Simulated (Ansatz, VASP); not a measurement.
## One calculation of Mg3CdTe4, two programs

The input INCAR:

```
SYSTEM = Mg3CdTe4
ALGO = Normal
EDIFF = 1E-6
EDIFFG = -0.04
ENCUT = 600
GGA = PE
IBRION = 2
ISIF = 3
ISMEAR = 0
LASPH = .TRUE.
LCHARG = .FALSE.
LREAL = .FALSE.
LWAVE = .FALSE.
NELM = 100
NSW = 90
PREC = Accurate
SIGMA = 0.1
```

Contents of KPOINTS:

```
k-points
0
G
  4 4 2
  0 0 0
```

Contents of POSCAR:

```
Mg3CdTe4
1.0
    4.2246341600      0.0000000000      0.0000000000
    0.0000000000      4.2246341600      0.0000000000
    0.0000000000      0.0000000000     11.9490698400
Mg Cd Te
3 1 4
Direct
    0.0000000000      0.0000000000      0.0000000000
    0.5000000000      0.5000000000      0.2500000000
    0.5000000000      0.5000000000      0.7500000000
    0.0000000000      0.0000000000      0.5000000000
    0.5000000000      0.0000000000      0.3750000000
    0.0000000000      0.5000000000      0.6250000000
    0.5000000000      0.0000000000      0.8750000000
    0.0000000000      0.5000000000      0.1250000000
```

Input for Ansatz:

```yaml
crystal:
  lattice:
    - [4.22463416, 0.0, 0.0]
    - [0.0, 4.22463416, 0.0]
    - [0.0, 0.0, 11.94906984]
  atoms:
    - { symbol: Mg, position: [0.0, 0.0, 0.0] }
    - { symbol: Mg, position: [0.5, 0.5, 0.25] }
    - { symbol: Mg, position: [0.5, 0.5, 0.75] }
    - { symbol: Cd, position: [0.0, 0.0, 0.5] }
    - { symbol: Te, position: [0.5, 0.0, 0.375] }
    - { symbol: Te, position: [0.0, 0.5, 0.625] }
    - { symbol: Te, position: [0.5, 0.0, 0.875] }
    - { symbol: Te, position: [0.0, 0.5, 0.125] }
basis:
  ecutwfc: 420
kpoints:
  mp_grid: { grid: [4, 4, 2] }
hamiltonian:
  xc: pbe
scf:
  occupations: { method: gaussian, width: 0.1 }
  lower_state_search: "off"
output:
  forces: true
  stress: true
  eigenvalues: true
relax:
  adjacent_minimum: "off"
  f_tol: 0.04
  max_steps: 70
  cell: { stress_tol: 0.4 }
```

Alike in both runs: task relaxation of cell and atoms; functional PBE; k mesh 4 × 4 × 2; occupations gaussian, width 0.1 eV; no spin polarisation.

```csv
,VASP,Ansatz
version,VASP 6.6.1,Ansatz 0.2.0
potentials or method,"VASP PAW PBE potentials, release 64 (Mg, Cd, Te), cutoff 600 eV","scalar-relativistic, plane waves, PAW"
valence electrons in the cell,42,114
```

```tsv
	VASP	Ansatz	Ansatz less VASP
gap on the k mesh at the Fermi level, each at its own relaxed structure (eV)	1.77	1.81	+0.040
relaxed volume (Å³/atom)	34.93	34.61	-0.327
relaxed length of the cell vector where the two differ most in proportion (Å)	4.646	4.625	-0.0204
```

VASP's potentials hold 42 valence electrons a cell and Ansatz's 114, so a difference there can come from the potentials and not from the codes.

Spin-orbit coupling is off throughout. Noted on VASP's run: the volume moved by over 15 % at a fixed basis, so the end points are rough.
